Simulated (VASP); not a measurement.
Here is a VASP 6.6.1 calculation.

File INCAR:

```
  ALGO = Normal
  EDIFF = 1E-7
  ENCUT = 520
  GGA = PS
  ISIF = 2
  ISMEAR = 1
  LASPH = T
  LCHARG = T
  LELF = T
  LREAL = Auto
  LVHAR = T
  LWAVE = F
  NBANDS = 96
  NELM = 100
  PREC = Accurate
  SIGMA = 0.05
```

Contents of KPOINTS:

```
Automatic mesh
0
Gamma
  2 2 2
  0.5 0.5 0.5
```

The input POSCAR:

```
BaSr3Ti4O12
1.0
    7.8222200000      0.0000000000      0.0000000000
    0.0000000000      7.8222200000      0.0000000000
    0.0000000000      0.0000000000      3.9111100000
Sr Ba Ti O
3 1 4 12
Direct
    0.9991850000      0.9958230000      0.0019550000
    0.9991490000      0.5017520000      0.9993250000
    0.5015720000      0.5000780000      0.0047040000
    0.4996590000      0.9981690000      0.9954290000
    0.2427370000      0.2504690000      0.5080290000
    0.2462400000      0.7504760000      0.4942280000
    0.7490820000      0.2515300000      0.5060790000
    0.7458800000      0.7490440000      0.5081800000
    0.2490010000      0.2523030000      0.0057530000
    0.2520020000      0.7524230000      0.9962860000
    0.7512310000      0.2521320000      0.0069770000
    0.7449680000      0.7497460000      0.0002330000
    0.0055770000      0.2538650000      0.5031100000
    0.0029070000      0.7486320000      0.5035860000
    0.5034320000      0.2455480000      0.5022720000
    0.4961980000      0.7515300000      0.5049040000
    0.2516340000      0.9973340000      0.5034860000
    0.2478510000      0.5034650000      0.4982370000
    0.7473020000      0.9964730000      0.5055960000
    0.7463230000      0.5017860000      0.4889680000
```

Potentials or basis: VASP PAW PBE potentials, release 64 (Sr_sv, Ba_sv, Ti_sv, O).

Command:

```sh
$ cat potpaw_PBE.64/Sr_sv/POTCAR potpaw_PBE.64/Ba_sv/POTCAR potpaw_PBE.64/Ti_sv/POTCAR potpaw_PBE.64/O/POTCAR > POTCAR
$ mpirun -np 1 vasp_std > vasp.out
```

Predict the pressure.

1.2 GPa.

Predict the band gap on the k mesh.

2.77 eV.

Predict the largest force.

1.162 eV/Å.

Forces on the atoms (eV/Å):
```
Sr   0.056 -0.009  0.016
Sr   0.170  0.060  0.076
Sr  -0.300 -0.003  0.005
Ba  -0.195  0.201  0.276
Ti   1.140  0.193 -0.124
Ti   0.512 -0.158  0.081
Ti  -0.432 -0.123 -0.128
Ti  -0.068  0.108 -0.164
O   -0.344  0.087 -0.174
O   -0.558 -0.336  0.268
O    0.381  0.121 -0.309
O    0.478 -0.328  0.051
O   -1.090 -0.192  0.081
O   -0.954  0.071 -0.076
O   -0.023  0.688  0.081
O    0.688 -0.585 -0.149
O   -0.685  0.742 -0.080
O    0.159 -0.682  0.051
O    0.856  0.503 -0.102
O    0.210 -0.359  0.319
```

Caveat: the k points lie up to 0.80 Å⁻¹ apart; the PAW data sets were made with another functional, which shifts forces and pressure a little; spin-orbit coupling is left out, which moves the levels of the heavy elements; a shifted mesh leaves out Γ, where band edges can lie. A k mesh can miss the band edges.
